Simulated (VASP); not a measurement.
# GaP (F-43m) in VASP: notebook

The runs below take GaP through single point, with r2SCAN.

Everything below comes from runs of VASP 6.6.1. Logs are shortened: lines on timing, memory, paths and dates and some standing lists are left out, and cuts for length are marked.

**Experimental background.**

“Stacking defects in GaP nanowires: Electronic structure and optical properties”, 2018, arxiv:1810.01194 quotes, for a bulk crystal of GaP at 10 K: band gap 2.34 eV (indirect).

The results are compared with them further down.

### 1 The cell of the first run

Symmetry: F-43m, No. 216, cubic system. The conventional cell has a = 5.358 Å, b = 5.358 Å, c = 5.358 Å, α = 90.00°, β = 90.00°, γ = 90.00°. Ga (site symmetry -43m) has 4 P at 2.32 Å within 3.1 Å. Within 3.1 Å of P (site symmetry -43m) lie 4 Ga at 2.32 Å.

### 2 Single point, r2SCAN

File POSCAR:

```
GaP
1.0
    0.0000000000      2.6790503969      2.6790503969
    2.6790503969      0.0000000000      2.6790503969
    2.6790503969      2.6790503969      0.0000000000
Ga P
1 1
Direct
    0.0000000000      0.0000000000      0.0000000000
    0.2500000000      0.2500000000      0.2500000000
```

File INCAR.step1:

```
SYSTEM = GaP
PREC = Accurate
ENCUT = 520
ISMEAR = 0
SIGMA = 0.01
LREAL = .FALSE.
LASPH = .TRUE.
NELM = 100
NBANDS = 16
GGA = PE
ALGO = Normal
EDIFF = 1E-4
LWAVE = .TRUE.
LCHARG = .FALSE.
```

File INCAR.step2:

```
SYSTEM = GaP
PREC = Accurate
ENCUT = 520
EDIFF = 1E-7
ISMEAR = 0
SIGMA = 0.01
LREAL = .FALSE.
LASPH = .TRUE.
NELM = 100
ALGO = Normal
ISIF = 2
LWAVE = .FALSE.
LCHARG = .FALSE.
METAGGA = R2SCAN
LMIXTAU = .TRUE.
NBANDS = 16
ISTART = 1
```

File KPOINTS:

```
Automatic mesh
0
G
  6 6 6
  0 0 0
```

Potentials or basis: VASP PAW PBE potentials, release 64 (Ga_d, P).

Run with:

```sh
$ cat potpaw_PBE.64/Ga_d/POTCAR potpaw_PBE.64/P/POTCAR > POTCAR
$ cp INCAR.step1 INCAR
$ mpirun -np 1 vasp_std > vasp.out
$ cp INCAR.step2 INCAR
$ mpirun -np 1 vasp_std > vasp.out
```

OUTCAR:

```text
SYSTEM = GaP
   PREC = Accurate
   ENCUT = 520
   EDIFF = 1E-7
   ISMEAR = 0
   LREAL = .FALSE.
   LASPH = .TRUE.
   NELM = 100
   ISIF = 2
   METAGGA = R2SCAN
   ISTART = 1

 ion  position               nearest neighbor table
   1  0.000  0.000  0.000-   2 2.32   2 2.32   2 2.32   2 2.32
   2  0.250  0.250  0.250-   1 2.32   1 2.32   1 2.32   1 2.32

  LATTYP: Found a face centered cubic cell.
 ALAT       =     5.3581007938

  Lattice vectors:

 A1 = (   0.0000000000,   2.6790503969,   2.6790503969)
 A2 = (   2.6790503969,   0.0000000000,   2.6790503969)
 A3 = (   2.6790503969,   2.6790503969,   0.0000000000)

Analysis of symmetry for initial positions (statically):
=====================================================================
 Subroutine PRICEL returns:
 Original cell was already a primitive cell.

 Routine SETGRP: Setting up the symmetry group for a
 face centered cubic supercell.

 Subroutine GETGRP returns: Found 24 space group operations
 (whereof 24 operations were pure point group operations)
 out of a pool of 48 trial point group operations.

The static configuration has the point symmetry T_d .

Analysis of symmetry for dynamics (positions and initial velocities):
=====================================================================
 Subroutine PRICEL returns:
 Original cell was already a primitive cell.

 Routine SETGRP: Setting up the symmetry group for a
 face centered cubic supercell.

 Subroutine GETGRP returns: Found 24 space group operations
 (whereof 24 operations were pure point group operations)
 out of a pool of 48 trial point group operations.

The dynamic configuration has the point symmetry T_d .

 Subroutine INISYM returns: Found 24 space group operations
 (whereof 24 operations are pure point group operations),
 and found     1 'primitive' translations

----------------------------------------------------------------------------------------

                                     Primitive cell

  volume of cell :      38.4568

  direct lattice vectors                    reciprocal lattice vectors
     0.000000000  2.679050397  2.679050397    -0.186633294  0.186633294  0.186633294
     2.679050397  0.000000000  2.679050397     0.186633294 -0.186633294  0.186633294
     2.679050397  2.679050397  0.000000000     0.186633294  0.186633294 -0.186633294

  length of vectors
     3.788749406  3.788749406  3.788749406     0.323258347  0.323258347  0.323258347

  position of ions in fractional coordinates (direct lattice)
     0.000000000  0.000000000  0.000000000
     0.250000000  0.250000000  0.250000000

  ion indices of the primitive-cell ions
   primitive index   ion index
                 1           1
                 2           2

----------------------------------------------------------------------------------------

 KPOINTS: Automatic mesh

Automatic generation of k-mesh.
 Grid dimensions read from file:
 generate k-points for:    6    6    6

 Generating k-lattice:

  Cartesian coordinates                     Fractional coordinates (reciprocal lattice)
    -0.031105549  0.031105549  0.031105549     0.166666667  0.000000000  0.000000000
     0.031105549 -0.031105549  0.031105549     0.000000000  0.166666667  0.000000000
     0.031105549  0.031105549 -0.031105549     0.000000000  0.000000000  0.166666667

  Length of vectors
     0.053876391  0.053876391  0.053876391

  Shift w.r.t. Gamma in fractional coordinates (k-lattice)
     0.000000000  0.000000000  0.000000000

 Subroutine IBZKPT returns following result:
 ===========================================

 Found     16 irreducible k-points:

 Following reciprocal coordinates:
            Coordinates               Weight
  0.000000  0.000000  0.000000      1.000000
  0.166667  0.000000  0.000000      8.000000
  0.333333  0.000000  0.000000      8.000000
  0.500000  0.000000  0.000000      4.000000
  0.166667  0.166667  0.000000      6.000000
  0.333333  0.166667  0.000000     24.000000
[... 8 lines left out ...]
 -0.333333  0.333333  0.166667     24.000000
 -0.333333  0.500000  0.166667     12.000000
   k-points           NKPTS =     16   k-points in BZ     NKDIM =     16   number of bands    NBANDS=     16
   number of dos      NEDOS =    301   number of ions     NIONS =      2
   total plane-waves  NPLWV =  21952
   dimension x,y,z NGX =    28 NGY =   28 NGZ =   28
   dimension x,y,z NGXF=    56 NGYF=   56 NGZF=   56
   ions per type =               1   1
   NGX,Y,Z   is equivalent  to a cutoff of  12.29, 12.29, 12.29 a.u.
   NGXF,Y,Z  is equivalent  to a cutoff of  24.57, 24.57, 24.57 a.u.
 SYSTEM =  GaP
   PREC   = accura    normal or accurate (medium, high low for compatibility)
   ISTART =      1    job   : 0-new  1-cont  2-samecut
   ICHARG =      0    charge: 1-file 2-atom 10-const
   ISPIN  =      1    spin polarized calculation?
   LNONCOLLINEAR =      F non collinear calculations
   LSORBIT =      F    spin-orbit coupling
   LASPH  =      T    aspherical Exc in radial PAW
   ENCUT  =  520.0 eV  38.22 Ry    6.18 a.u.   7.04  7.04  7.04*2*pi/ulx,y,z
   NELM   =    100;   NELMIN=  2; NELMDL=  0     # of ELM steps
   EDIFF  = 0.1E-06   stopping-criterion for ELM
   LREAL  =      F    real-space projection
   EDIFFG = 0.1E-05   stopping-criterion for IOM
   NSW    =      0    number of steps for IOM
   IBRION =     -1    ionic relax: 0-MD 1-quasi-New 2-CG
   NFREE  =      0    steps in history (QN), initial steepest desc. (CG)
   ISIF   =      2    stress and relaxation
   ISYM   =      2    0-nonsym 1-usesym 2-fastsym
   POTIM  = 0.5000    time-step for ionic-motion
   TEBEG  =    0.0;   TEEND  =   0.0 temperature during run
   PSTRESS=    0.0 pullay stress
   NELECT =      18.0000    total number of electrons
   NUPDOWN=      -1.0000    fix difference up-down
   EMIN   =  10.00;   EMAX   =-10.00  energy-range for DOS
   EFERMI =   0.00;   METHOD = LEGACY
   ISMEAR =     0;   SIGMA  =   0.01  broadening in eV -4-tet -1-fermi 0-gaus
   EFERMI_NEDOS =   21; number of points for ismear=-14 and -15
   IALGO  =     38    algorithm
   IMIX   =      4    mixing-type and parameters
     AMIX     =   0.40;   BMIX     =  1.00
     AMIX_MAG =   1.60;   BMIX_MAG =  1.00
  volume/ion in A,a.u.               =      19.23       129.76
  Fermi-wavevector in a.u.,A,eV,Ry     =   1.271086  2.402003 21.982368  1.615658
  Thomas-Fermi vector in A             =   2.404038
   LORBIT       =      0    0 simple, 1 ext, 2 COOP (PROOUT), +10 PAW based schemes
   METAGGA = R2SCAN    functional components
   LHFCALC =     F    Hartree Fock is set to
   AEXX    =    0.0000 exact exchange contribution
   IVDW    =     0    specifies the selected vdW correction
   LEPSILON=     F    determine dielectric tensor
   LRPA    =     F    only Hartree local field effects (RPA)
 non-spin polarized calculation
 Gauss-broadening in eV      SIGMA  =   0.01
  energy-cutoff  :      520.00
  volume of cell :       38.46
 maximum number of plane-waves:      1056
   NGX = 15   NGY = 15   NGZ = 15

 number of electron      17.9999986 magnetization

 Free energy of the ion-electron system (eV)
  ---------------------------------------------------
  ext. energy  EPLUGINS =         0.00000000
  ---------------------------------------------------
  free energy    TOTEN  =       -21.41991952 eV

  energy without entropy =      -21.41991952  energy(sigma->0) =      -21.41991952

 E-fermi :   5.0561     XC(G=0): -10.7999

 val. band max:        5.0106354175   @ k =   0.0000   0.0000   0.0000
 cond. band min:       6.8091125433   @ k =   0.5000   0.5000   0.0000
 fundamental gap:      1.7984771258
 Fermi energy:         5.0561479593

 k-point     1 :       0.0000    0.0000    0.0000
  band No.  band energies     occupation
      1     -10.0808      2.00000
      2     -10.0808      2.00000
      3     -10.0808      2.00000
      4      -9.9491      2.00000
      5      -9.9490      2.00000
      6      -8.4235      2.00000
[... 8 lines left out ...]
     15      15.3448      0.00000
     16      15.3448      0.00000

 k-point     2 :       0.1667    0.0000    0.0000
  band No.  band energies     occupation
      1     -10.1158      2.00000
      2     -10.0708      2.00000
      3     -10.0708      2.00000
      4      -9.9489      2.00000
      5      -9.9489      2.00000
      6      -8.0203      2.00000
[... 8 lines left out ...]
     15      14.4842      0.00000
     16      15.9820      0.00000

 k-point     3 :       0.3333    0.0000    0.0000
  band No.  band energies     occupation
      1     -10.1713      2.00000
      2     -10.0546      2.00000
      3     -10.0545      2.00000
      4      -9.9447      2.00000
      5      -9.9447      2.00000
      6      -6.9539      2.00000
[... 8 lines left out ...]
     15      15.2771      0.00000
     16      15.5590      0.00000

 k-point     4 :       0.5000    0.0000    0.0000
  band No.  band energies     occupation
      1     -10.1949      2.00000
      2     -10.0487      2.00000
      3     -10.0487      2.00000
      4      -9.9401      2.00000
      5      -9.9401      2.00000
      6      -6.0793      2.00000
[... 8 lines left out ...]
     15      17.5027      0.00000
     16      17.5027      0.00000

 k-point     5 :       0.1667    0.1667    0.0000
  band No.  band energies     occupation
      1     -10.1335      2.00000
      2     -10.0609      2.00000
      3     -10.0609      2.00000
      4      -9.9587      2.00000
      5      -9.9421      2.00000
      6      -7.8883      2.00000
[... 8 lines left out ...]
     15      15.8103      0.00000
     16      16.9186      0.00000

 k-point     6 :       0.3333    0.1667    0.0000
  band No.  band energies     occupation
      1     -10.1748      2.00000
      2     -10.0467      2.00000
      3     -10.0424      2.00000
      4      -9.9635      2.00000
      5      -9.9366      2.00000
      6      -7.0339      2.00000
[... 8 lines left out ...]
     15      16.4182      0.00000
     16      17.5818      0.00000

 k-point     7 :       0.5000    0.1667    0.0000
  band No.  band energies     occupation
      1     -10.1982      2.00000
      2     -10.0421      2.00000
      3     -10.0347      2.00000
      4      -9.9548      2.00000
      5      -9.9371      2.00000
      6      -5.9275      2.00000
[... 8 lines left out ...]
     15      17.5262      0.00000
     16      18.3897      0.00000

 k-point     8 :      -0.3333    0.1667    0.0000
  band No.  band energies     occupation
      1     -10.1893      2.00000
      2     -10.0444      2.00000
      3     -10.0409      2.00000
      4      -9.9479      2.00000
      5      -9.9454      2.00000
      6      -6.2552      2.00000
[... 8 lines left out ...]
     15      16.7094      0.00000
     16      18.4061      0.00000

 k-point     9 :      -0.1667    0.1667    0.0000
  band No.  band energies     occupation
      1     -10.1531      2.00000
      2     -10.0590      2.00000
      3     -10.0544      2.00000
      4      -9.9536      2.00000
      5      -9.9443      2.00000
      6      -7.3916      2.00000
[... 8 lines left out ...]
     15      16.0927      0.00000
     16      17.7211      0.00000

 k-point    10 :       0.3333    0.3333    0.0000
  band No.  band energies     occupation
      1     -10.2065      2.00000
      2     -10.0194      2.00000
      3     -10.0194      2.00000
      4      -9.9826      2.00000
      5      -9.9283      2.00000
      6      -6.4443      2.00000
[... 8 lines left out ...]
     15      17.0850      0.00000
     16      20.7431      0.00000

 k-point    11 :       0.5000    0.3333    0.0000
  band No.  band energies     occupation
      1     -10.2199      2.00000
      2     -10.0161      2.00000
      3     -10.0088      2.00000
      4      -9.9814      2.00000
      5      -9.9280      2.00000
      6      -5.4642      2.00000
[... 8 lines left out ...]
     15      17.7522      0.00000
     16      19.5261      0.00000

 k-point    12 :      -0.3333    0.3333    0.0000
  band No.  band energies     occupation
      1     -10.2081      2.00000
      2     -10.0307      2.00000
      3     -10.0175      2.00000
      4      -9.9634      2.00000
      5      -9.9402      2.00000
      6      -5.3368      2.00000
[... 8 lines left out ...]
     15      15.1945      0.00000
     16      21.2122      0.00000

 k-point    13 :       0.5000    0.5000    0.0000
  band No.  band energies     occupation
      1     -10.2351      2.00000
      2      -9.9978      2.00000
      3      -9.9977      2.00000
      4      -9.9957      2.00000
      5      -9.9214      2.00000
      6      -5.0722      2.00000
[... 8 lines left out ...]
     15      18.1506      0.00000
     16      18.9379      0.00000

 k-point    14 :       0.5000    0.3333    0.1667
  band No.  band energies     occupation
      1     -10.1994      2.00000
      2     -10.0362      2.00000
      3     -10.0230      2.00000
      4      -9.9676      2.00000
      5      -9.9354      2.00000
      6      -6.0850      2.00000
[... 8 lines left out ...]
     15      17.8764      0.00000
     16      19.4137      0.00000

 k-point    15 :      -0.3333    0.3333    0.1667
  band No.  band energies     occupation
      1     -10.2074      2.00000
      2     -10.0354      2.00000
      3     -10.0144      2.00000
      4      -9.9632      2.00000
      5      -9.9394      2.00000
      6      -5.3334      2.00000
[... 8 lines left out ...]
     15      18.5589      0.00000
     16      18.8848      0.00000

 k-point    16 :      -0.3333    0.5000    0.1667
  band No.  band energies     occupation
      1     -10.2196      2.00000
      2     -10.0214      2.00000
      3     -10.0040      2.00000
      4      -9.9763      2.00000
      5      -9.9323      2.00000
      6      -4.9861      2.00000
[... 8 lines left out ...]
     15      17.8423      0.00000
     16      19.7560      0.00000

------------------------ aborting loop because EDIFF is reached ----------------------------------------

  FORCE on cell =-STRESS in cart. coord.  units (eV):
  Direction    XX          YY          ZZ          XY          YZ          ZX
  --------------------------------------------------------------------------------------
  -------------------------------------------------------------------------------------
  Total        1.2209007      1.2209007      1.2209007      0.0000000      0.0000000      0.0000000
  in kB       50.8649080     50.8649080     50.8649080      0.0000000      0.0000000      0.0000000
  external PRESSURE =      50.8649080 kB  Pullay stress =       0.0000000 kB

 VOLUME and BASIS-vectors are now :
 -----------------------------------------------------------------------------
  energy-cutoff  :      520.00
  volume of cell :       38.46
      direct lattice vectors                 reciprocal lattice vectors
     0.000000000  2.679050397  2.679050397    -0.186633294  0.186633294  0.186633294
     2.679050397  0.000000000  2.679050397     0.186633294 -0.186633294  0.186633294
     2.679050397  2.679050397  0.000000000     0.186633294  0.186633294 -0.186633294

 POSITION                                       TOTAL-FORCE (eV/Angst)
 -----------------------------------------------------------------------------------
      0.00000      0.00000      0.00000        -0.000000      0.000000      0.000000
      1.33953      1.33953      1.33953         0.000000     -0.000000     -0.000000
 -----------------------------------------------------------------------------------
    total drift:                                0.000006      0.000006      0.000006

  FREE ENERGIE OF THE ION-ELECTRON SYSTEM (eV)
  ---------------------------------------------------
  free  energy   TOTEN  =       -21.4199195239 eV

  energy  without entropy=      -21.4199195239  energy(sigma->0) =      -21.41991952
```

Wall time 29 s (1 thread of Intel Xeon Platinum 8488C (Sapphire Rapids), shared host); peak memory 0.16 GiB.

What came out:

```yaml
Free_energy: -21.4199 eV
Pressure: 5.1 GPa
Band_gap_on_the_k_mesh: 1.80 eV, indirect (least direct gap 2.80 eV)
```

Caveat: the PAW data sets were made with another functional, which shifts forces and pressure a little. r2SCAN opens gaps a little over a GGA but as a rule still falls short of measured ones.

(Part 1 of 2 ends here.)
